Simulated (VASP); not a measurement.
Crystal: Ba.

```xyz
1
Lattice="-2.5100 2.5100 2.5100 2.5100 -2.5100 2.5100 2.5100 2.5100 -2.5100" Properties=species:S:1:pos:R:3 pbc="T T T"
Ba    0.0000    0.0000    0.0000
```

| Item | Value |
| --- | --- |
| Program | VASP 6.6.1 |
| Task | relaxation of cell and atoms |
| Functional | PBEsol |
| Potentials or basis | VASP PAW PBE potentials, release 64 (Ba_sv) |
| Cutoff | 500 eV |
| k mesh | 15 × 15 × 15 |
| Occupations | methfessel-paxton, width 0.1 eV |
| Spin | no spin polarisation |

At the start: pressure -0.7 GPa; volume 63.25 Å³/atom.

Q: Where does the relaxation end?

A: Over 4 steps the energy falls by 10.2 meV/atom and the volume is 58.50 Å³/atom (-7.5 %); space group Im-3m (No. 229, to 0.1 Å) before and after.

Step by step:
```csv
step,energy change (eV),largest force (eV/Å),pressure (GPa),volume (Å³)
1,0.0000,0.0000,-0.66,63.25
2,-0.0075,0.0000,-0.36,60.91
3,-0.0102,0.0000,-0.03,58.67
4,-0.0102,0.0000,0.00,58.50
```

Final structure:
```xyz
1
Lattice="-2.4455 2.4455 2.4455 2.4455 -2.4455 2.4455 2.4455 2.4455 -2.4455" Properties=species:S:1:pos:R:3 pbc="T T T"
Ba    0.0000    0.0000    0.0000
```

Caveat: the PAW data sets were made with another functional, which shifts forces and pressure a little.
